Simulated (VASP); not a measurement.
Wanted: the native input for a VASP 6.6.1 run.

- Task: single point
- Functional: r2SCAN
- Potentials or basis: VASP PAW PBE potentials, release 64 (Mo_sv)
- Cutoff: 520 eV
- k mesh: 12 × 12 × 12
- Occupations: fermi-dirac, width 0.05 eV
- Spin: no spin polarisation
- Dipole correction: no
- Further INCAR settings: ALGO = Normal; EDIFF = 1e-06; NBANDS = 13

Crystal: Mo.

```
Mo
1.0
    -1.60465    1.60465    1.60465
     1.60465   -1.60465    1.60465
     1.60465    1.60465   -1.60465
Mo
1
Direct
  0.00000 0.00000 0.00000
```

These files were run (other wordings do the same):

POSCAR

```
Mo
1.0
   -1.6046509537      1.6046509537      1.6046509537
    1.6046509537     -1.6046509537      1.6046509537
    1.6046509537      1.6046509537     -1.6046509537
Mo
1
Direct
    0.0000000000      0.0000000000      0.0000000000
```

INCAR.step1

```
SYSTEM = Mo
PREC     = Accurate       ! precision mode
ENCUT    = 520            ! plane-wave cutoff, eV
ISMEAR   = -1             ! smearing method
SIGMA    = 0.05           ! smearing width, eV
LREAL    = .FALSE.        ! projectors in reciprocal space
LASPH    = .TRUE.         ! aspherical terms in the spheres
NELM     = 100            ! most SCF steps
NBANDS   = 13             ! bands
GGA      = PE             ! functional
ALGO     = Normal         ! electronic algorithm
EDIFF    = 1E-4           ! SCF threshold, eV
LWAVE    = .TRUE.         ! write WAVECAR
LCHARG   = .FALSE.        ! write CHGCAR
```

INCAR.step2

```
SYSTEM = Mo
PREC     = Accurate       ! precision mode
ENCUT    = 520            ! plane-wave cutoff, eV
EDIFF    = 1E-6           ! SCF threshold, eV
ISMEAR   = -1             ! smearing method
SIGMA    = 0.05           ! smearing width, eV
LREAL    = .FALSE.        ! projectors in reciprocal space
LASPH    = .TRUE.         ! aspherical terms in the spheres
NELM     = 100            ! most SCF steps
ALGO     = Normal         ! electronic algorithm
ISIF     = 2              ! what is computed and relaxed
LWAVE    = .FALSE.        ! write WAVECAR
LCHARG   = .FALSE.        ! write CHGCAR
METAGGA  = R2SCAN         ! meta-GGA
LMIXTAU  = .TRUE.       
NBANDS   = 13             ! bands
ISTART   = 1
```

KPOINTS

```
Automatic mesh
0
G
  12 12 12
  0 0 0
```

Potentials or basis: VASP PAW PBE potentials, release 64 (Mo_sv).

Run with:

```console
$ cat potpaw_PBE.64/Mo_sv/POTCAR > POTCAR
$ cp INCAR.step1 INCAR
$ mpirun -np 1 vasp_std > vasp.out
$ cp INCAR.step2 INCAR
$ mpirun -np 1 vasp_std > vasp.out
```

It gave:

| Quantity | Value |
| --- | --- |
| Pressure | -12.8 GPa |
| Band gap on the k mesh | zero (band 7 reaches 15.50 eV, above the bottom of band 8 at 10.35 eV) |

Caveat: the PAW data sets were made with another functional, which shifts forces and pressure a little.

Run time: 2.4 min on 1 thread of AMD EPYC 7R13, on a shared host, peak memory 0.12 GiB.
